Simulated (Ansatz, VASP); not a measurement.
# One calculation of Al9N, two programs

Contents of INCAR:

```
ALGO = Normal
DIPOL = 0.5 0.5 0.296
EDIFF = 1E-7
ENCUT = 520
GGA = PE
IDIPOL = 3
ISIF = 2
ISMEAR = 0
LASPH = T
LCHARG = T
LDIPOL = T
LELF = T
LREAL = Auto
LVACPOTAV = T
LVHAR = T
LWAVE = F
NBANDS = 48
NELM = 100
PREC = Accurate
SIGMA = 0.1
```

The input KPOINTS:

```
k-points
0
Gamma
  5 3 1
```

Contents of POSCAR:

```
Al9N
1.0
    5.7070863110      0.0000000000      0.0000000000
   -1.4267715777      9.7014842372      0.0000000000
    0.0000000000      0.0000000000     22.7903703877
Al N
18 2
Direct
    0.2662216041      0.0648864163      0.1755127245
    0.7662216041      0.0648864163      0.1755127245
    0.3354806058      0.3419224231      0.2192029851
    0.8354806058      0.3419224231      0.2192029851
    0.1493324061      0.5973296244      0.2279410371
    0.6493324061      0.5973296244      0.2279410371
    0.4631842064      0.8527368258      0.2366790893
    0.9631842064      0.8527368258      0.2366790893
    0.0319772075      0.1277109158      0.2808262501
    0.5319772075      0.1277109158      0.2808262501
    0.0997917578      0.4042231245      0.3301071117
    0.5997917578      0.4042231245      0.3301071117
    0.4144000538      0.6596656467      0.3369822073
    0.9144000538      0.6596656467      0.3369822073
    0.2263076930      0.9110819227      0.3449259125
    0.7263076930      0.9110819227      0.3449259125
    0.2962427187      0.1814071959      0.3857054641
    0.7962427187      0.1814071959      0.3857054641
    0.2134765532      0.9110819227      0.4208080090
    0.7391388328      0.9110819227      0.4208080090
```

Input for Ansatz:

```yaml
crystal:
  lattice:
    - [5.707086311, 0.0, 0.0]
    - [-1.4267715777, 9.7014842372, 0.0]
    - [0.0, 0.0, 22.7903703877]
  atoms:
    - { symbol: Al, position: [0.2662216041, 0.0648864163, 0.1755127245] }
    - { symbol: Al, position: [0.7662216041, 0.0648864163, 0.1755127245] }
    - { symbol: Al, position: [0.3354806058, 0.3419224231, 0.2192029851] }
    - { symbol: Al, position: [0.8354806058, 0.3419224231, 0.2192029851] }
    - { symbol: Al, position: [0.1493324061, 0.5973296244, 0.2279410371] }
    - { symbol: Al, position: [0.6493324061, 0.5973296244, 0.2279410371] }
    - { symbol: Al, position: [0.4631842064, 0.8527368258, 0.2366790893] }
    - { symbol: Al, position: [0.9631842064, 0.8527368258, 0.2366790893] }
    - { symbol: Al, position: [0.0319772075, 0.1277109158, 0.2808262501] }
    - { symbol: Al, position: [0.5319772075, 0.1277109158, 0.2808262501] }
    - { symbol: Al, position: [0.0997917578, 0.4042231245, 0.3301071117] }
    - { symbol: Al, position: [0.5997917578, 0.4042231245, 0.3301071117] }
    - { symbol: Al, position: [0.4144000538, 0.6596656467, 0.3369822073] }
    - { symbol: Al, position: [0.9144000538, 0.6596656467, 0.3369822073] }
    - { symbol: Al, position: [0.226307693, 0.9110819227, 0.3449259125] }
    - { symbol: Al, position: [0.726307693, 0.9110819227, 0.3449259125] }
    - { symbol: Al, position: [0.2962427187, 0.1814071959, 0.3857054641] }
    - { symbol: Al, position: [0.7962427187, 0.1814071959, 0.3857054641] }
    - { symbol: "N", position: [0.2134765532, 0.9110819227, 0.420808009] }
    - { symbol: "N", position: [0.7391388328, 0.9110819227, 0.420808009] }
basis:
  ecutwfc: 420
kpoints:
  mp_grid: { grid: [5, 3, 1] }
hamiltonian:
  xc: pbe
  pseudopotentials: { kind: paw, azcp: { folder: soft_1 } }
scf:
  occupations: { method: gaussian, width: 0.1 }
output:
  forces: true
  eigenvalues: true
efield:
  axis: 3
  dipole_correction: true
  ramp_width: 0.04
```

Alike in both runs: task single point; functional PBE; k mesh 5 × 3 × 1; occupations gaussian, width 0.1 eV; no spin polarisation.

|  | VASP | Ansatz |
| --- | --- | --- |
| version | VASP 6.6.1 | Ansatz 0.2.0 |
| potentials or method | VASP PAW PBE potentials, release 64 (Al, N), cutoff 520 eV | scalar-relativistic, plane waves, PAW |
| valence electrons in the cell | 64 | 64 |

```tsv
	VASP	Ansatz	Ansatz less VASP
gap on the k mesh at the Fermi level (eV)	none	none	-
rms of the force components (eV/Å)	0.534	0.528	-0.0055
work function, face that differs most (eV)	5.77	5.77	-0.004
```

Atom by atom the forces differ by 0.007 eV/Å (rms over components). A gap of «none» marks a metal or a gap that the smearing closes.
